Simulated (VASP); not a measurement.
A run of VASP 6.6.1 is set up as follows.

File INCAR:

```
SYSTEM = HfB2
PREC     = Accurate       ! precision mode
ENCUT    = 600            ! plane-wave cutoff, eV
EDIFF    = 1E-6           ! SCF threshold, eV
ISMEAR   = -1             ! smearing method
SIGMA    = 0.05           ! smearing width, eV
LREAL    = .False.        ! projectors in reciprocal space
LASPH    = .True.         ! aspherical terms in the spheres
NELM     = 60             ! most SCF steps
ALGO     = Normal         ! electronic algorithm
ISIF     = 3              ! what is computed and relaxed
LWAVE    = .False.        ! write WAVECAR
LCHARG   = .False.        ! write CHGCAR
GGA      = PS             ! functional
IBRION   = 2              ! ionic algorithm
NSW      = 100            ! ionic steps
EDIFFG   = -0.002         ! ionic threshold
PSTRESS  = 300.0
```

File KPOINTS:

```
regular mesh
0
Gamma
  14 14 10
  0 0 0
```

The input POSCAR:

```
HfB2
1.0
    3.1281181577      0.0000000000      0.0000000000
   -1.5640590788      2.7090297906      0.0000000000
    0.0000000000      0.0000000000      3.4453628175
Hf B
1 2
Direct
    0.0000000000      0.0000000000      0.0000000000
    0.3333333333      0.6666666667      0.5000000000
    0.6666666667      0.3333333333      0.5000000000
```

Potentials or basis: VASP PAW PBE potentials, release 64 (Hf_pv, B).

Run with:

```sh
$ cat potpaw_PBE.64/Hf_pv/POTCAR potpaw_PBE.64/B/POTCAR > POTCAR
$ mpirun -np 1 vasp_std > vasp.out
```

**Question.** What does it give for the relaxed volume?

**Answer.** 8.86 Å³/atom.

**Question.** Estimate the space group after relaxing (to 0.1 Å).

**Answer.** P6/mmm (No. 191).

**Question.** Predict the band gap on the k mesh.

**Answer.** Zero (bands 8 and 9 overlap by 1.34 eV).

Final structure:
```
Hf B
1.0
     3.03621    0.00000    0.00000
    -1.51811    2.62944    0.00000
     0.00000    0.00000    3.32767
Hf B
1 2
Direct
  0.00000 0.00000 0.00000
  0.33333 0.66667 0.50000
  0.66667 0.33333 0.50000
```

Caveat: the cell is relaxed towards a set pressure, so the run minimises the enthalpy, not the energy; the PAW data sets were made with another functional, which shifts forces and pressure a little; spin-orbit coupling is left out, which moves the levels of the heavy elements.
